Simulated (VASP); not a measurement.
A run of VASP 6.6.1 is set up as follows.

Contents of INCAR:

```
PREC = Accurate
ENCUT = 520
EDIFF = 1E-6
ISMEAR = 0
SIGMA = 0.15
LREAL = F
LASPH = T
NELM = 60
ALGO = Normal
ISIF = 2
LWAVE = F
LCHARG = F
GGA = PE
NBANDS = 12
```

Contents of KPOINTS:

```
regular mesh
0
Gamma
  24 24 24
```

File POSCAR:

```
Cu
1.0
    0.0000000000      1.8459859400      1.8459859400
    1.8459859400      0.0000000000      1.8459859400
    1.8459859400      1.8459859400      0.0000000000
Cu
1
Direct
    0.0000000000      0.0000000000      0.0000000000
```

Potentials or basis: VASP PAW PBE potentials, release 64 (Cu).

The run is started by

```console
$ cat potpaw_PBE.64/Cu/POTCAR > POTCAR
$ mpirun -np 1 vasp_std > vasp.out
```

**Question.** Estimate the pressure.

**Answer.** -5.7 GPa.
